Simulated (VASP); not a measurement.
Ga: single point with PBE

Crystal: Ga.

```
Ga
1.0
     3.89182   -2.37226    0.00000
     3.89182    2.37226    0.00000
     0.00000    0.00000    4.57628
Ga
4
Cartesian
  2.6279 -1.5559 1.1441
  2.6279 1.5559 3.4322
  5.1557 1.5559 3.4322
  5.1557 -1.5559 1.1441
```

* Program: VASP 6.6.1
* Task: single point
* Functional: PBE
* Potentials or basis: VASP PAW PBE potentials, release 64 (Ga_d)
* Cutoff: 520 eV
* k mesh: 7 × 7 × 6
* Occupations: fermi-dirac, width 0.05 eV
* Spin: no spin polarisation
* Dipole correction: no
* Further INCAR settings: ALGO = Fast; EDIFF = 1e-06; NBANDS = 34

| Item | Value |
| --- | --- |
| Pressure | 0.1 GPa |
| Largest force | 0.014 eV/Å |
| Band gap on the k mesh | zero (band 26 reaches 4.70 eV, above the bottom of band 27 at 4.11 eV) |

Forces in eV/Å, atoms in the order of the input:
```
Ga  -0.011  0.007  0.000
Ga  -0.011 -0.007  0.000
Ga   0.011 -0.007  0.000
Ga   0.011  0.007  0.000
```

Stress tensor (GPa, compression positive):
```
 0.40  0.00  0.00
 0.00 -0.01  0.00
 0.00  0.00 -0.04
```

Levels at points of the mesh, in eV from the Fermi level:
```csv
k point,band 24,band 25,band 26,band 27,band 28,band 29
"(0.00, 0.00, 0.00)",-2.50,-2.40,-1.04,0.80,1.00,2.38
"(0.00, 0.00, 0.50)",-0.73,-0.63,-0.63,-0.05,-0.05,2.74
```

It took 4.6 min on 1 thread of AMD EPYC 7R43 64-Core Processor (Zen 3), on a shared host, peak memory 0.25 GiB.
